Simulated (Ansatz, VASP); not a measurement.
One calculation of ZrTi3C4, two programs

```xyz
8
Lattice="4.4485 0.0000 0.0000 0.0000 4.4485 0.0000 -2.2243 -2.2243 4.4291" Properties=species:S:1:pos:R:3 pbc="T T T"
Zr    0.0000    0.0000    4.4291
Ti    2.2243    2.2243    4.4291
Ti    0.0000    2.2243    2.2146
Ti    2.2243    0.0000    2.2146
C     0.0000    0.0000    2.1609
C     2.2243    0.0000    0.0000
C     2.2243    2.2243    2.2682
C     0.0000    2.2243    0.0000
```

Alike in both runs: task single point; functional PBE; k mesh 6 × 6 × 6; occupations gaussian, width 0.2 eV; no spin polarisation.

|  | VASP | Ansatz |
| --- | --- | --- |
| version | VASP 6.6.1 | Ansatz 0.2.0 |
| potentials or method | VASP PAW PBE potentials, release 64 (Zr_sv, Ti_sv, C), cutoff 520 eV | scalar-relativistic, plane waves, PAW |
| valence electrons in the cell | 64 | 64 |

```csv
,VASP,Ansatz,Ansatz less VASP
gap on the k mesh at the Fermi level (eV),none,none,-
pressure (GPa),0.3,0.0,-0.27
"traceless stress, the component that is largest in VASP (GPa)",0.07,0.05,-0.015
```

A gap of «none» marks a metal or a gap that the smearing closes. With one functional, cell and mesh, what is left measures potentials, basis and numerics.
